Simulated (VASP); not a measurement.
Input of a VASP 6.6.1 run:

File POSCAR:

```
ZnS
1.0
    3.1792338322      0.0000000000      0.0000000000
    0.0000000000      3.1792338322      0.0000000000
    0.0000000000      0.0000000000      3.1792338322
Zn S
1 1
Direct
    0.0000000000      0.0000000000      0.0000000000
    0.5000000000      0.5000000000      0.5000000000
```

The input INCAR.step1:

```
SYSTEM = ZnS
  ALGO = Normal
  EDIFF = 1E-4
  ENCUT = 520
  GGA = PE
  ISMEAR = -1
  LASPH = .True.
  LCHARG = .False.
  LREAL = .False.
  LWAVE = .True.
  NBANDS = 16
  NELM = 80
  PREC = Accurate
  SIGMA = 0.02
```

The input INCAR.step2:

```
SYSTEM = ZnS
  ALGO = Normal
  EDIFF = 1E-7
  ENCUT = 520
  ISIF = 2
  ISMEAR = -1
  ISTART = 1
  LASPH = .True.
  LCHARG = .False.
  LMIXTAU = .True.
  LREAL = .False.
  LWAVE = .False.
  METAGGA = R2SCAN
  NBANDS = 16
  NELM = 80
  PREC = Accurate
  SIGMA = 0.02
```

KPOINTS

```
k-points
0
Gamma
  8 8 8
  0 0 0
```

Potentials or basis: VASP PAW PBE potentials, release 64 (Zn, S).

The run is started by

```bash
$ cat potpaw_PBE.64/Zn/POTCAR potpaw_PBE.64/S/POTCAR > POTCAR
$ cp INCAR.step1 INCAR
$ mpirun -np 1 vasp_std > vasp.out
$ cp INCAR.step2 INCAR
$ mpirun -np 1 vasp_std > vasp.out
```

**Question.** What does it give for the band gap on the k mesh?

**Answer.** Zero (band 9 reaches 4.98 eV, above the bottom of band 10 at 3.98 eV).

**Question.** Predict the pressure.

**Answer.** 0.0 GPa.

Caveat: the PAW data sets were made with another functional, which shifts forces and pressure a little.
